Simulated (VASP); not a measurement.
Wanted: the native input for a VASP 6.6.1 run.

```yaml
Task: relaxation of volume and atoms at fixed shape
Functional: LDA
Potentials_or_basis: VASP PAW LDA potentials, release 64 (Ir)
Cutoff: 600 eV
k_mesh: 11 × 11 × 11
Occupations: gaussian, width 0.1 eV
Spin: no spin polarisation
Dipole_correction: no
Further_INCAR_settings: ALGO = Normal; EDIFF = 1e-06; IBRION = 2; EDIFFG = -0.01; NSW = 80; ISIF = 8
```

The structure of Ir lies in POSCAR:

```
Ir
1.0
    0.0000000000      1.9156000000      1.9156000000
    1.9156000000      0.0000000000      1.9156000000
    1.9156000000      1.9156000000      0.0000000000
Ir
1
Direct
    0.0000000000      0.0000000000      0.0000000000
```

These files were run (other wordings do the same):

INCAR

```
SYSTEM = Ir
PREC     = Accurate       ! precision mode
ENCUT    = 600            ! plane-wave cutoff, eV
EDIFF    = 1E-6           ! SCF threshold, eV
ISMEAR   = 0              ! smearing method
SIGMA    = 0.1            ! smearing width, eV
LREAL    = .FALSE.        ! projectors in reciprocal space
LASPH    = .TRUE.         ! aspherical terms in the spheres
NELM     = 100            ! most SCF steps
ALGO     = Normal         ! electronic algorithm
ISIF     = 8              ! what is computed and relaxed
LWAVE    = .FALSE.        ! write WAVECAR
LCHARG   = .FALSE.        ! write CHGCAR
IBRION   = 2              ! ionic algorithm
NSW      = 80             ! ionic steps
EDIFFG   = -0.01          ! ionic threshold
```

KPOINTS

```
regular mesh
0
G
  11 11 11
  0 0 0
```

Potentials or basis: VASP PAW LDA potentials, release 64 (Ir).

Run with:

```bash
$ cat potpaw_LDA.64/Ir/POTCAR > POTCAR
$ mpirun -np 1 vasp_std > vasp.out
```

It gave:

| Quantity | Value |
| --- | --- |
| Relaxed volume | 13.95 Å³/atom |
| Relaxed cell | a = 2.702 Å, b = 2.702 Å, c = 2.702 Å, α = 60.00°, β = 60.00°, γ = 60.00° |
| Space group after relaxing (to 0.05 Å) | Fm-3m (No. 225) |
| Energy gained by relaxing | 1.1 meV/atom |
| Ionic steps | 3 |
| Pressure after relaxing | 0.0 GPa |

Wall time 8.7 s on 1 thread of Intel(R) Xeon(R) Platinum 8488C (Sapphire Rapids) (shared host), peak memory 0.15 GiB.
